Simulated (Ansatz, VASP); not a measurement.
## ZnS: VASP beside Ansatz

```xyz
4
Lattice="3.6513 0.0000 0.0000 -1.8257 3.1622 0.0000 0.0000 0.0000 7.1917" Properties=species:S:1:pos:R:3 pbc="T T T"
Zn    0.0000    2.1081    0.0391
Zn    1.8257    1.0541    3.6350
S     0.0000    2.1081    2.7297
S     1.8257    1.0541    6.3255
```

Alike in both runs: task single point; functional PBEsol; k mesh 9 × 9 × 6; occupations gaussian, width 0.05 eV; no spin polarisation.

|  | VASP | Ansatz |
| --- | --- | --- |
| version | VASP 6.6.1 | Ansatz 0.2.0 |
| potentials or method | VASP PAW PBE potentials, release 64 (Zn, S), cutoff 520 eV | scalar-relativistic, plane waves, PAW |
| valence electrons in the cell | 36 | 36 |

```tsv
	VASP	Ansatz	Ansatz less VASP
gap on the k mesh at the Fermi level (eV)	1.06	1.06	+0.005
least direct gap on the mesh (eV)	1.06	1.06	+0.005
pressure (GPa)	-1.9	-2.1	-0.16
traceless stress, the component that is largest in VASP (GPa)	-10.81	-10.73	+0.073
rms of the force components (eV/Å)	0.081	0.074	-0.0067
```

VASP's potentials were made for PBE, not for PBEsol. Atom by atom the forces differ by 0.007 eV/Å (rms over components). With one functional, cell and mesh, what is left measures potentials, basis and numerics.
